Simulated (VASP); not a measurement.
Sn, 4 atoms in the cell. The cell holds a slab with vacuum, 4 atoms: a = 4.706 Å, b = 4.706 Å, c = 20.803 Å, α = 90.00°, β = 90.00°, γ = 120.00°. 

```yaml
Program: VASP 6.6.1
Task: relaxation of the atoms
Functional: PBE
Potentials_or_basis: VASP PAW PBE potentials, release 64 (Sn_d)
Cutoff: 520 eV
k_mesh: 6 × 6 × 1
Occupations: fermi-dirac, width 0.02 eV
Spin: no spin polarisation
Dipole_correction: yes
Further_INCAR_settings: ALGO = Normal; EDIFF = 1e-06; IBRION = 2; EDIFFG = -0.01; NSW = 32
```

Potentials or basis: VASP PAW PBE potentials, release 64 (Sn_d).

Launch:

```console
$ cat potpaw_PBE.64/Sn_d/POTCAR > POTCAR
$ mpirun -np 1 vasp_std > vasp.out
```

Hardware: 1 thread of Intel(R) Xeon(R) Platinum 8259CL CPU @ 2.50GHz (Skylake/Cascade Lake), on a shared host.

Q: How long does it take, and how much memory?

A: Wall time 2.6 min on 1 thread of Intel(R) Xeon(R) Platinum 8259CL CPU @ 2.50GHz (Skylake/Cascade Lake) (shared host), peak memory 0.48 GiB. Counts: scf iterations 23, k points 7, ion steps 1.
